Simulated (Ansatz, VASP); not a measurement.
**NaGeCl3 in VASP and in Ansatz**

```
Na Ge Cl
1.0
     5.26873    0.00000    0.00000
     0.00000    5.19087    0.00000
     0.00000    0.00000    5.19087
Na Ge Cl
1 1 3
Direct
  0.00000 0.00000 0.00000
  0.50000 0.50000 0.50000
  0.50000 0.50000 0.00000
  0.50000 0.00000 0.50000
  0.00000 0.50000 0.50000
```

Change from the starting cell: uniaxial_x strain +1.5%.

Alike in both runs: task single point; functional PBE; k mesh 6 × 6 × 6; occupations fermi-dirac, width 0.02 eV; no spin polarisation.

```csv
,VASP,Ansatz
version,VASP 6.6.1,Ansatz 0.2.0
potentials or method,"VASP PAW PBE potentials, release 64 (Na_pv, Ge_d, Cl)","plane waves, PAW"
plane-wave cutoff (eV),520,420
valence electrons in the cell,42,44
```

```csv
,VASP,Ansatz,Ansatz less VASP
pressure (GPa),0.1,0.2,+0.04
"traceless stress, the component that is largest in VASP (GPa)",-0.48,-0.48,+0.002
```

VASP's potentials hold 42 valence electrons a cell and Ansatz's 44, so a difference there can come from the potentials and not from the codes.
